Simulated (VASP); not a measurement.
Crystal: Si2W3.

```xyz
5
Lattice="4.3347 0.0000 0.0000 0.0000 4.3347 0.0000 0.0000 0.0000 4.3347" Properties=species:S:1:pos:R:3 pbc="T T T"
Si    2.1673    2.1673    2.1673
Si    0.0000    0.0000    0.0000
W     2.1673    0.0000    0.0000
W     0.0000    2.1673    0.0000
W     0.0000    0.0000    2.1673
```

The cell was built from a structure type or drawn by symmetry, and may not be a known phase.

| Property | Result |
| --- | --- |
| Program | VASP 6.6.1 |
| Task | relaxation of cell and atoms |
| Functional | PBE |
| Potentials or basis | VASP PAW PBE potentials, release 64 (Si, W_sv) |
| Cutoff | 600 eV |
| k mesh | 4 × 4 × 4 |
| Occupations | gaussian, width 0.1 eV |
| Spin | no spin polarisation |

At the start: pressure 18.6 GPa; volume 16.29 Å³/atom.

Q: Where does the relaxation end?

A: Over 4 steps the energy falls by 83.0 meV/atom and the volume is 17.85 Å³/atom (+9.6 %); space group Pm-3m (No. 221, to 0.1 Å) before and after.

The path:
| step | energy change (eV) | largest force (eV/Å) | pressure (GPa) | volume (Å³) |
| --- | --- | --- | --- | --- |
| 1 | 0.0000 | 0.0000 | 18.60 | 81.45 |
| 2 | 0.7630 | 0.0000 | -19.20 | 105.83 |
| 3 | -0.4144 | 0.0000 | -0.73 | 89.60 |
| 4 | -0.4152 | 0.0000 | -0.09 | 89.26 |

Final structure:
```xyz
5
Lattice="4.4690 0.0000 0.0000 0.0000 4.4690 0.0000 0.0000 0.0000 4.4690" Properties=species:S:1:pos:R:3 pbc="T T T"
Si    2.2345    2.2345    2.2345
Si    0.0000    0.0000    0.0000
W     2.2345    0.0000    0.0000
W     0.0000    2.2345    0.0000
W     0.0000    0.0000    2.2345
```

Caveat: the k points lie up to 0.35 Å⁻¹ apart in the final cell, too coarse for converged energies and pressures of a metal.
